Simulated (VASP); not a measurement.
# Sc (Fm-3m) in VASP: single point with PBE

Aim: the single point of Sc with PBE.

Everything below comes from runs of VASP 6.6.1. Logs are shortened: lines on timing, memory, paths and dates and some standing lists are left out, and cuts for length are marked.

### 1 The cell of the first run

It takes space group Fm-3m (No. 225, cubic). The conventional cell has a = 4.522 Å, b = 4.522 Å, c = 4.522 Å, α = 90.00°, β = 90.00°, γ = 90.00°. Within 4.2 Å of Sc (site symmetry m-3m) lie 12 Sc at 3.20 Å.

### 2 Single point, PBE (Y replaced by Sc, lengths x 0.937, strained)

File INCAR:

```
PREC = Accurate
ENCUT = 520
EDIFF = 1E-6
ISMEAR = 0
SIGMA = 0.1
LREAL = False
LASPH = True
NELM = 60
ALGO = Fast
ISIF = 2
LWAVE = False
LCHARG = True
GGA = PE
LELF = True
LVHAR = True
NBANDS = 12
```

File KPOINTS:

```
regular mesh
0
Gamma
  16 16 16
```

File POSCAR:

```
Sc
1.0
    0.0000000000      2.2609814353      2.2609814353
    2.2609814353      0.0000000000      2.2609814353
    2.2609814353      2.2609814353      0.0000000000
Sc
1
Direct
    0.0000000000      0.0000000000      0.0000000000
```

Potentials or basis: VASP PAW PBE potentials, release 64 (Sc_sv).

Command:

```bash
cat potpaw_PBE.64/Sc_sv/POTCAR > POTCAR
mpirun -np 1 vasp_std > vasp.out
```

OUTCAR:

```text
PREC = Accurate
   ENCUT = 520
   EDIFF = 1E-6
   ISMEAR = 0
   LREAL = False
   LASPH = True
   NELM = 60
   ISIF = 2
   GGA = PE

 ion  position               nearest neighbor table
   1  0.000  0.000  0.000-

  LATTYP: Found a face centered cubic cell.
 ALAT       =     4.5219628706

  Lattice vectors:

 A1 = (   0.0000000000,   2.2609814353,   2.2609814353)
 A2 = (   2.2609814353,   0.0000000000,   2.2609814353)
 A3 = (   2.2609814353,   2.2609814353,   0.0000000000)

Analysis of symmetry for initial positions (statically):
=====================================================================
 Subroutine PRICEL returns:
 Original cell was already a primitive cell.

 Routine SETGRP: Setting up the symmetry group for a
 face centered cubic supercell.

 Subroutine GETGRP returns: Found 48 space group operations
 (whereof 48 operations were pure point group operations)
 out of a pool of 48 trial point group operations.

The static configuration has the point symmetry O_h .

Analysis of symmetry for dynamics (positions and initial velocities):
=====================================================================
 Subroutine PRICEL returns:
 Original cell was already a primitive cell.

 Routine SETGRP: Setting up the symmetry group for a
 face centered cubic supercell.

 Subroutine GETGRP returns: Found 48 space group operations
 (whereof 48 operations were pure point group operations)
 out of a pool of 48 trial point group operations.

The dynamic configuration has the point symmetry O_h .

 Subroutine INISYM returns: Found 48 space group operations
 (whereof 48 operations are pure point group operations),
 and found     1 'primitive' translations

----------------------------------------------------------------------------------------

                                     Primitive cell

  volume of cell :      23.1164

  direct lattice vectors                    reciprocal lattice vectors
     0.000000000  2.260981435  2.260981435    -0.221142904  0.221142904  0.221142904
     2.260981435  0.000000000  2.260981435     0.221142904 -0.221142904  0.221142904
     2.260981435  2.260981435  0.000000000     0.221142904  0.221142904 -0.221142904

  length of vectors
     3.197510610  3.197510610  3.197510610     0.383030745  0.383030745  0.383030745

  position of ions in fractional coordinates (direct lattice)
     0.000000000  0.000000000  0.000000000

  ion indices of the primitive-cell ions
   primitive index   ion index
                 1           1

----------------------------------------------------------------------------------------

 KPOINTS: regular mesh

Automatic generation of k-mesh.
 Grid dimensions read from file:
 generate k-points for:   16   16   16

 Generating k-lattice:

  Cartesian coordinates                     Fractional coordinates (reciprocal lattice)
    -0.013821431  0.013821431  0.013821431     0.062500000  0.000000000  0.000000000
     0.013821431 -0.013821431  0.013821431     0.000000000  0.062500000  0.000000000
     0.013821431  0.013821431 -0.013821431     0.000000000  0.000000000  0.062500000

  Length of vectors
     0.023939422  0.023939422  0.023939422

  Shift w.r.t. Gamma in fractional coordinates (k-lattice)
     0.000000000  0.000000000  0.000000000

 Subroutine IBZKPT returns following result:
 ===========================================

 Found    145 irreducible k-points:

 Following reciprocal coordinates:
            Coordinates               Weight
  0.000000  0.000000  0.000000      1.000000
  0.062500  0.000000  0.000000      8.000000
  0.125000  0.000000  0.000000      8.000000
  0.187500  0.000000  0.000000      8.000000
  0.250000  0.000000  0.000000      8.000000
  0.312500  0.000000  0.000000      8.000000
[... 16 lines left out ...]
 -0.125000  0.062500  0.000000     24.000000
 -0.062500  0.062500  0.000000     12.000000
 [... further k-points ...]
   k-points           NKPTS =    145   k-points in BZ     NKDIM =    145   number of bands    NBANDS=     12
   number of dos      NEDOS =    301   number of ions     NIONS =      1
   total plane-waves  NPLWV =  13824
   dimension x,y,z NGX =    24 NGY =   24 NGZ =   24
   dimension x,y,z NGXF=    48 NGYF=   48 NGZF=   48
   ions per type =               1
   NGX,Y,Z   is equivalent  to a cutoff of  12.48, 12.48, 12.48 a.u.
   NGXF,Y,Z  is equivalent  to a cutoff of  24.96, 24.96, 24.96 a.u.
 SYSTEM =  unknown system
   PREC   = accura    normal or accurate (medium, high low for compatibility)
   ISTART =      0    job   : 0-new  1-cont  2-samecut
   ICHARG =      2    charge: 1-file 2-atom 10-const
   ISPIN  =      1    spin polarized calculation?
   LNONCOLLINEAR =      F non collinear calculations
   LSORBIT =      F    spin-orbit coupling
   LASPH  =      T    aspherical Exc in radial PAW
   ENCUT  =  520.0 eV  38.22 Ry    6.18 a.u.   5.95  5.95  5.95*2*pi/ulx,y,z
   NELM   =     60;   NELMIN=  2; NELMDL= -5     # of ELM steps
   EDIFF  = 0.1E-05   stopping-criterion for ELM
   LREAL  =      F    real-space projection
   EDIFFG = 0.1E-04   stopping-criterion for IOM
   NSW    =      0    number of steps for IOM
   IBRION =     -1    ionic relax: 0-MD 1-quasi-New 2-CG
   NFREE  =      0    steps in history (QN), initial steepest desc. (CG)
   ISIF   =      2    stress and relaxation
   ISYM   =      2    0-nonsym 1-usesym 2-fastsym
   POTIM  = 0.5000    time-step for ionic-motion
   TEBEG  =    0.0;   TEEND  =   0.0 temperature during run
   PSTRESS=    0.0 pullay stress
   NELECT =      11.0000    total number of electrons
   NUPDOWN=      -1.0000    fix difference up-down
   EMIN   =  10.00;   EMAX   =-10.00  energy-range for DOS
   EFERMI =   0.00;   METHOD = LEGACY
   ISMEAR =     0;   SIGMA  =   0.10  broadening in eV -4-tet -1-fermi 0-gaus
   EFERMI_NEDOS =   21; number of points for ismear=-14 and -15
   IALGO  =     68    algorithm
   IMIX   =      4    mixing-type and parameters
     AMIX     =   0.40;   BMIX     =  1.00
     AMIX_MAG =   1.60;   BMIX_MAG =  1.00
  volume/ion in A,a.u.               =      23.12       156.00
  Fermi-wavevector in a.u.,A,eV,Ry     =   1.278102  2.415262 22.225713  1.633544
  Thomas-Fermi vector in A             =   2.410664
   LORBIT       =      0    0 simple, 1 ext, 2 COOP (PROOUT), +10 PAW based schemes
   GGA     = PE    functional components
   LHFCALC =     F    Hartree Fock is set to
   AEXX    =    0.0000 exact exchange contribution
   IVDW    =     0    specifies the selected vdW correction
   LEPSILON=     F    determine dielectric tensor
   LRPA    =     F    only Hartree local field effects (RPA)
 non-spin polarized calculation
 RMM-DIIS sequential band-by-band and
 Gauss-broadening in eV      SIGMA  =   0.10
  energy-cutoff  :      520.00
  volume of cell :       23.12
 maximum number of plane-waves:       636
   NGX = 11   NGY = 11   NGZ = 11

 number of electron      11.0000000 magnetization

 Free energy of the ion-electron system (eV)
  ---------------------------------------------------
  ext. energy  EPLUGINS =         0.00000000
  ---------------------------------------------------
  free energy    TOTEN  =        -6.18832057 eV

  energy without entropy =       -6.17916492  energy(sigma->0) =       -6.18374274

 E-fermi :   4.1318     XC(G=0): -10.1336

 val. band max:        4.1254362814   @ k =  -0.3750   0.1875   0.0000
 cond. band min:       4.1426746633   @ k =   0.4375   0.3125   0.1250
 fundamental gap:      0.0172383819
 Fermi energy:         4.1317540918

 k-point     1 :       0.0000    0.0000    0.0000
  band No.  band energies     occupation
      1     -45.1335      2.00000
      2     -23.5103      2.00000
      3     -23.5103      2.00000
      4     -23.5103      2.00000
      5      -1.1805      2.00000
      6       5.7994      0.00000
      7       5.7994      0.00000
      8       5.7994      0.00000
      9       7.2996      0.00000
     10       7.2996      0.00000
     11      16.9853      0.00000
     12      20.6417      0.00000

 k-point     2 :       0.0625    0.0000    0.0000
  band No.  band energies     occupation
      1     -45.1306      2.00000
      2     -23.5297      2.00000
      3     -23.5127      2.00000
      4     -23.5127      2.00000
      5      -1.0752      2.00000
      6       5.7183      0.00000
      7       5.8396      0.00000
      8       5.8396      0.00000
      9       7.2702      0.00000
     10       7.2702      0.00000
     11      17.0951      0.00000
     12      19.7754      0.00000

 k-point     3 :       0.1250    0.0000    0.0000
  band No.  band energies     occupation
      1     -45.1222      2.00000
      2     -23.5845      2.00000
      3     -23.5197      2.00000
      4     -23.5197      2.00000
      5      -0.7670      2.00000
      6       5.4998      0.00000
      7       5.9394      0.00000
      8       5.9394      0.00000
      9       7.2096      0.00000
     10       7.2096      0.00000
     11      17.2662      0.00000
     12      18.3883      0.00000
[... 286 lines left out ...]
 k-point    23 :      -0.1250    0.0625    0.0000
  band No.  band energies     occupation
      1     -45.1160      2.00000
      2     -23.6170      2.00000
      3     -23.5375      2.00000
      4     -23.5192      2.00000
      5      -0.5341      2.00000
      6       5.3461      0.00000
      7       5.9865      0.00000
      8       6.0266      0.00000
      9       7.0204      0.00000
     10       7.3367      0.00000
     11      17.2604      0.00000
     12      17.9220      0.00000

 k-point    24 :      -0.0625    0.0625    0.0000
  band No.  band energies     occupation
      1     -45.1258      2.00000
      2     -23.5569      2.00000
      3     -23.5238      2.00000
      4     -23.5136      2.00000
      5      -0.9024      2.00000
      6       5.5874      0.00000
      7       5.9027      0.00000
      8       5.9060      0.00000
      9       7.1509      0.00000
     10       7.3051      0.00000
     11      17.2458      0.00000
     12      19.0194      0.00000

 [... further k-points ...]
[... 5 lines left out ...]
  --------------------------------------------------------------------------------------
  -------------------------------------------------------------------------------------
  Total        0.5219912      0.5219912      0.5219912      0.0000000      0.0000000     -0.0000000
  in kB       36.1786844     36.1786844     36.1786844      0.0000000      0.0000000     -0.0000000
  external PRESSURE =      36.1786844 kB  Pullay stress =       0.0000000 kB

 VOLUME and BASIS-vectors are now :
 -----------------------------------------------------------------------------
  energy-cutoff  :      520.00
  volume of cell :       23.12
      direct lattice vectors                 reciprocal lattice vectors
     0.000000000  2.260981435  2.260981435    -0.221142904  0.221142904  0.221142904
     2.260981435  0.000000000  2.260981435     0.221142904 -0.221142904  0.221142904
     2.260981435  2.260981435  0.000000000     0.221142904  0.221142904 -0.221142904

 POSITION                                       TOTAL-FORCE (eV/Angst)
 -----------------------------------------------------------------------------------
      0.00000      0.00000      0.00000         0.000000      0.000000     -0.000000
 -----------------------------------------------------------------------------------
    total drift:                                0.000000     -0.000000     -0.000000

  FREE ENERGIE OF THE ION-ELECTRON SYSTEM (eV)
  ---------------------------------------------------
  free  energy   TOTEN  =        -6.1883205653 eV

  energy  without entropy=       -6.1791649230  energy(sigma->0) =       -6.18374274
```

Run time: 23 s. Hardware: 1 thread of AMD EPYC 9R45 (Zen 5), shared host; peak memory 0.13 GiB.

What came out:

```
Free energy : -6.1883 eV
Pressure    : 3.6 GPa
```

Caveat: the cell differs from its parent crystal (Y replaced by Sc, lengths x 0.937, strained).
